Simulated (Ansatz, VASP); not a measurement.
TaN in VASP and in Ansatz

```
Ta N
1.0
     0.00000    2.17900    2.17900
     2.17900    0.00000    2.17900
     2.17900    2.17900    0.00000
Ta N
1 1
Direct
  0.50000 0.50000 0.50000
  0.00000 0.00000 0.00000
```

Alike in both runs: task single point; functional r2SCAN; k mesh 16 × 16 × 16; occupations gaussian, width 0.1 eV; no spin polarisation.

|  | VASP | Ansatz |
| --- | --- | --- |
| version | VASP 6.6.1 | Ansatz 0.2.0 |
| potentials or method | VASP PAW PBE potentials, release 64 (Ta_pv, N), cutoff 520 eV | scalar-relativistic, plane waves, PAW |
| valence electrons in the cell | 16 | 18 |

|  | VASP | Ansatz | Ansatz less VASP |
| --- | --- | --- | --- |
| gap on the k mesh at the Fermi level (eV) | none | none | - |
| pressure (GPa) | 12.0 | 9.8 | -2.14 |

VASP's potentials were made for PBE, not for r2SCAN. A gap of «none» marks a metal or a gap that the smearing closes. The functional is the same, so the differences come from potentials, cutoffs and numerics. VASP's potentials hold 16 valence electrons a cell and Ansatz's 18, so a difference there can come from the potentials and not from the codes.

Neither program's run includes spin-orbit coupling.
